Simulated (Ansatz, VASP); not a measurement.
**One calculation of PtS2, two programs**

```xyz
3
Lattice="3.3262 0.0000 0.0000 -1.6631 2.8806 0.0000 0.0000 0.0000 6.3342" Properties=species:S:1:pos:R:3 pbc="T T T"
Pt    0.0000    0.0000    0.0000
S     0.0000    1.9204    1.3768
S     1.6631    0.9602    4.9574
```

Alike in both runs: functional PBE; k mesh 9 × 9 × 4; occupations gaussian, width 0.05 eV; no spin polarisation.

Ansatz relaxed the structure, and its values are those at the end. VASP's run is a single point on that final structure, the one shown.

|  | VASP | Ansatz |
| --- | --- | --- |
| version | VASP 6.6.1 | Ansatz 0.2.0 |
| potentials or method | VASP PAW PBE potentials, release 64 (Pt, S), cutoff 520 eV | scalar-relativistic, plane waves, PAW |
| valence electrons in the cell | 22 | 30 |

Ansatz gave:

- gap on the k mesh at the Fermi level (eV): 1.26
- least direct gap on the mesh (eV): 1.47
- pressure (GPa): 9.9
- rms of the force components (eV/Å): 0.002

Task: Which values does VASP return?

Result: gap on the k mesh at the Fermi level (eV): 1.25; least direct gap on the mesh (eV): 1.46; pressure (GPa): 9.4; rms of the force components (eV/Å): 0.024.

VASP's potentials hold 22 valence electrons a cell and Ansatz's 30, so a difference there can come from the potentials and not from the codes. Ansatz's warnings: stress scf threshold loose.

Spin-orbit coupling is off throughout.
